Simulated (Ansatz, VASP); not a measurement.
# Ti in VASP and in Ansatz

```
Ti
1.0
     0.00000    2.70751    2.70751
     2.70751    0.00000    2.70751
     2.70751    2.70751    0.00000
Ti
2
Direct
  0.12500 0.12500 0.12500
  0.87500 0.87500 0.87500
```

Alike in both runs: task single point; functional r2SCAN; k mesh 11 × 11 × 11; occupations fermi-dirac, width 0.1 eV; no spin polarisation.

|  | VASP | Ansatz |
| --- | --- | --- |
| version | VASP 6.6.1 | Ansatz 0.2.0 |
| potentials or method | VASP PAW PBE potentials, release 64 (Ti_sv), cutoff 520 eV | plane waves (500 eV) with PAW, scalar-relativistic |
| valence electrons in the cell | 24 | 24 |

|  | VASP | Ansatz | Ansatz less VASP |
| --- | --- | --- | --- |
| pressure (GPa) | 3.4 | 2.8 | -0.66 |

VASP's potentials were made for PBE, not for r2SCAN.
